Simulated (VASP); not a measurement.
A run of VASP 6.6.1 is set up as follows.

Contents of INCAR:

```
ALGO = Normal
EDIFF = 1E-7
ENCUT = 520
GGA = PE
ISIF = 2
ISMEAR = 0
IVDW = 12
LASPH = T
LCHARG = T
LELF = T
LREAL = F
LVHAR = T
LWAVE = F
NBANDS = 100
NELM = 60
PREC = Accurate
SIGMA = 0.15
```

The input KPOINTS:

```
k-points
0
Gamma
  4 3 4
```

POSCAR

```
NaRu12
1.0
    5.4000000000      0.0000000000      0.0000000000
   -4.0500000000      7.0148060000      0.0000000000
    0.0000000000      0.0000000000      4.2768000000
Ru Na
12 1
Direct
    0.0312551198     -0.0153020625     -0.0081416012
    0.1787039254      0.2261857277      0.5189188178
    0.0853705836      0.4101647287     -0.0345204358
    0.1816618481      0.5700740690      0.4798131781
   -0.0386173045      0.6560063101      0.0112876450
    0.1498627582      0.8796849122      0.4923746727
    0.4159592195     -0.0727965962     -0.0193628414
    0.6563678473      0.2215988582      0.5430630378
    0.5002397560      0.3249228845      0.0188437617
    0.6546729946      0.5452244866      0.5054169005
    0.5353200778      0.6768954124      0.0149581463
    0.6757443686      0.8868996520      0.5127649177
    0.8125863615      0.1405358894      1.0837656659
```

Potentials or basis: VASP PAW PBE potentials, release 64 (Ru_pv, Na_pv).

Launch:

```bash
$ cat potpaw_PBE.64/Ru_pv/POTCAR potpaw_PBE.64/Na_pv/POTCAR > POTCAR
$ mpirun -np 1 vasp_std > vasp.out
```

Task: Predict the band gap on the k mesh.

Result: Zero (an odd number of electrons rules out a gap without spin polarisation).

Task: What does it give for the dispersion energy per atom?

Result: -0.655 eV.

Task: Predict the pressure.

Result: 40.7 GPa.

Stress tensor (GPa, compression positive):
```
45.28  5.63 -0.91
 5.63 48.78 -0.49
-0.91 -0.49 28.05
```

Caveat: the k points lie up to 0.37 Å⁻¹ apart, too coarse for converged energies and pressures of a metal; atoms lie so close that the PAW spheres overlap strongly, which falsifies energies and pressures.
